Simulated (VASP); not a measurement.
Write the native input for VASP 6.6.1 that does the following.

| Item | Value |
| --- | --- |
| Task | relaxation of cell and atoms |
| Functional | PBEsol |
| Potentials or basis | VASP PAW PBE potentials, release 64 (Cu) |
| Cutoff | 600 eV |
| k mesh | 12 × 12 × 12 |
| Occupations | fermi-dirac, width 0.1 eV |
| Spin | no spin polarisation |
| Dipole correction | no |
| Further INCAR settings | ALGO = Normal; EDIFF = 1e-07; IBRION = 2; EDIFFG = -0.03; NSW = 50; ISIF = 3 |

The structure of Cu lies in POSCAR:

```
Cu
1.0
   -1.4350000000      1.4350000000      1.4350000000
    1.4350000000     -1.4350000000      1.4350000000
    1.4350000000      1.4350000000     -1.4350000000
Cu
1
Direct
    0.0000000000      0.0000000000      0.0000000000
```

This isn't the form of Cu at room conditions, which is fcc.

One way to write it, as run:

INCAR

```
  PREC = Accurate
  ENCUT = 600
  EDIFF = 1E-7
  ISMEAR = -1
  SIGMA = 0.1
  LREAL = F
  LASPH = T
  NELM = 120
  ALGO = Normal
  ISIF = 3
  LWAVE = F
  LCHARG = F
  GGA = PS
  IBRION = 2
  NSW = 50
  EDIFFG = -0.03
  GGA_COMPAT = F
  NELMIN = 4
```

KPOINTS

```
regular mesh
0
Gamma
  12 12 12
```

Potentials or basis: VASP PAW PBE potentials, release 64 (Cu).

The run is started by

```sh
$ cat potpaw_PBE.64/Cu/POTCAR > POTCAR
$ mpirun -np 1 vasp_std > vasp.out
```

It gave:

- Relaxed volume: 11.41 Å³/atom
- Relaxed cell: a = 2.457 Å, b = 2.457 Å, c = 2.457 Å, α = 109.47°, β = 109.47°, γ = 109.47°
- Space group after relaxing (to 0.1 Å): Im-3m (No. 229)
- Energy gained by relaxing: 6.7 meV/atom
- Ionic steps: 3
- Pressure after relaxing: 0.0 GPa
- Band gap on the k mesh: zero (an odd number of electrons rules out a gap without spin polarisation)

Caveat: the PAW data sets were made with another functional, which shifts forces and pressure a little.

Run time: 15 s on 1 thread of Intel(R) Xeon(R) Platinum 8375C CPU @ 2.90GHz (Ice Lake), on a shared host, peak memory 0.13 GiB.
